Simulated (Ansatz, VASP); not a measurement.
# SiC in VASP and in Ansatz

```
CELL_PARAMETERS angstrom
3.06055 0.15334 -0.08589
-1.39748 2.57301 0.04685
-0.14100 0.00739 5.09781
ATOMIC_POSITIONS crystal
Si 0.33111 0.66594 0.00370
Si 0.66427 0.32998 0.50409
C 0.33209 0.66675 0.37858
C 0.67253 0.33733 0.88364
```

Change from the starting cell: cell sheared at random, sigma 0.03, atoms nudged by 0.01 Å.

Alike in both runs: task single point; functional r2SCAN; k mesh 12 × 12 × 4; occupations gaussian, width 0.05 eV; no spin polarisation.

```csv
,VASP,Ansatz
version,VASP 6.6.1,Ansatz 0.2.0
potentials or method,"VASP PAW PBE potentials, release 64 (Si, C), cutoff 520 eV","scalar-relativistic, plane waves, PAW"
valence electrons in the cell,16,16
```

Ansatz gave:

- gap on the k mesh at the Fermi level (eV): 1.84
- least direct gap on the mesh (eV): 4.18
- pressure (GPa): 2.4
- traceless stress, the component that is largest in VASP (GPa): -24.48
- rms of the force components (eV/Å): 0.584

Estimate VASP's values.

gap on the k mesh at the Fermi level (eV): 1.85; least direct gap on the mesh (eV): 4.18; pressure (GPa): 2.2; traceless stress, the component that is largest in VASP (GPa): -24.59; rms of the force components (eV/Å): 0.582.

VASP's potentials were made for PBE, not for r2SCAN. Atom by atom the forces differ by 0.003 eV/Å (rms over components).
